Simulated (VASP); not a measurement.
Wanted: the native input for a VASP 6.6.1 run.

- Task: relaxation of cell and atoms
- Functional: revPBE
- Dispersion: D4
- Potentials or basis: VASP PAW PBE potentials, release 64 (W_sv)
- Cutoff: 600 eV
- k mesh: 12 × 12 × 12
- Occupations: fermi-dirac, width 0.05 eV
- Spin: no spin polarisation
- Dipole correction: no
- Further INCAR settings: ALGO = Normal; EDIFF = 1e-06; IBRION = 2; EDIFFG = -0.02; NSW = 80; ISIF = 3

The structure of W lies in POSCAR:

```
W
1.0
   -1.5823450000      1.5823450000      1.5823450000
    1.5823450000     -1.5823450000      1.5823450000
    1.5823450000      1.5823450000     -1.5823450000
W
1
Direct
    0.0000000000      0.0000000000      0.0000000000
```

These files were run (other wordings do the same):

INCAR

```
SYSTEM = W
  PREC = Accurate
  ENCUT = 600
  EDIFF = 1E-6
  ISMEAR = -1
  SIGMA = 0.05
  LREAL = .FALSE.
  LASPH = .TRUE.
  NELM = 80
  ALGO = Normal
  ISIF = 3
  LWAVE = .FALSE.
  LCHARG = .FALSE.
  GGA = RE
  IVDW = 13
  IBRION = 2
  NSW = 80
  EDIFFG = -0.02
```

KPOINTS

```
Automatic mesh
0
G
  12 12 12
  0 0 0
```

Potentials or basis: VASP PAW PBE potentials, release 64 (W_sv).

The run is started by

```sh
$ cat potpaw_PBE.64/W_sv/POTCAR > POTCAR
$ mpirun -np 1 vasp_std > vasp.out
```

It gave:

The relaxed volume is 15.82 Å³/atom and the relaxed cell is a = 2.739 Å, b = 2.739 Å, c = 2.739 Å, α = 109.47°, β = 109.47°, γ = 109.47°. The space group after relaxing (to 0.05 Å) is Im-3m (No. 229) and the energy gained by relaxing is 0.0 meV/atom. The ionic steps are 3, the pressure after relaxing is 0.0 GPa and the band gap on the k mesh is zero (band 7 reaches 16.72 eV, above the bottom of band 8 at 10.31 eV). The dispersion energy per atom is -1.016 eV.

Caveat: the PAW data sets were made with another functional, which shifts forces and pressure a little; spin-orbit coupling is left out, which moves the levels of the heavy elements; pairwise dispersion overbinds metals, which lowers pressure and volume.

It took 21 s on 1 thread of Intel(R) Xeon(R) Platinum 8375C CPU @ 2.90GHz (Ice Lake) (shared host), peak memory 0.15 GiB.
